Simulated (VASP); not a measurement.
A run of VASP 6.6.1 is set up as follows.

Contents of INCAR:

```
  ALGO = Normal
  EDIFF = 1E-6
  ENCUT = 500
  GGA = PS
  GGA_COMPAT = False
  ISIF = 2
  ISMEAR = -1
  LASPH = True
  LCHARG = True
  LELF = True
  LREAL = False
  LVHAR = True
  LWAVE = False
  NBANDS = 12
  NELM = 120
  PREC = Accurate
  SIGMA = 0.05
```

The input KPOINTS:

```
k-points
0
Gamma
  11 11 11
```

File POSCAR:

```
Nb
1.0
    0.0000000000      2.1996000000      2.1150000000
    2.1996000000      0.0000000000      2.1150000000
    2.1996000000      2.1996000000      0.0000000000
Nb
1
Direct
    0.0000000000      0.0000000000      0.0000000000
```

Potentials or basis: VASP PAW PBE potentials, release 64 (Nb_sv).

Launch:

```console
$ cat potpaw_PBE.64/Nb_sv/POTCAR > POTCAR
$ mpirun -np 1 vasp_std > vasp.out
```

(1) Predict the pressure.

(2) Predict the band gap on the k mesh.

## Answers

(1) -17.7 GPa.

(2) zero (an odd number of electrons rules out a gap without spin polarisation).

Caveat: the stress differs along the axes, from -23 to -15 GPa; the PAW data sets were made with another functional, which shifts forces and pressure a little.
